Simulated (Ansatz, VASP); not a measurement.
## One calculation of Zr2N, two programs

```xyz
6
Lattice="5.4130 0.0000 0.0000 0.0000 5.4130 0.0000 0.0000 0.0000 3.3078" Properties=species:S:1:pos:R:3 pbc="T T T"
Zr    1.6029    1.6029    0.0000
Zr    3.8101    3.8101    0.0000
Zr    4.3094    1.1036    1.6539
Zr    1.1036    4.3094    1.6539
N     0.0000    0.0000    0.0000
N     2.7065    2.7065    1.6539
```

Alike in both runs: task single point; functional r2SCAN; k mesh 8 × 8 × 10; no spin polarisation.

|  | VASP | Ansatz |
| --- | --- | --- |
| version | VASP 6.6.1 | Ansatz 0.2.0 |
| potentials or method | VASP PAW PBE potentials, release 64 (Zr_sv, N), cutoff 520 eV | scalar-relativistic, plane waves, PAW |
| occupations | methfessel-paxton of order 1, width 0.5 eV | cold, width 0.5 eV |
| valence electrons in the cell | 58 | 58 |

Ansatz gave:

| Quantity | Value |
| --- | --- |
| gap on the k mesh at the Fermi level (eV) | none |
| pressure (GPa) | -0.3 |
| traceless stress, the component that is largest in VASP (GPa) | 0.02 |
| rms of the force components (eV/Å) | 0.017 |

Task: Which values does VASP return?

Result: gap on the k mesh at the Fermi level (eV): none; pressure (GPa): -0.1; traceless stress, the component that is largest in VASP (GPa): -0.17; rms of the force components (eV/Å): 0.016.

VASP's potentials were made for PBE, not for r2SCAN. Atom by atom the forces differ by 0.000 eV/Å (rms over components). A gap of «none» marks a metal or a gap that the smearing closes.
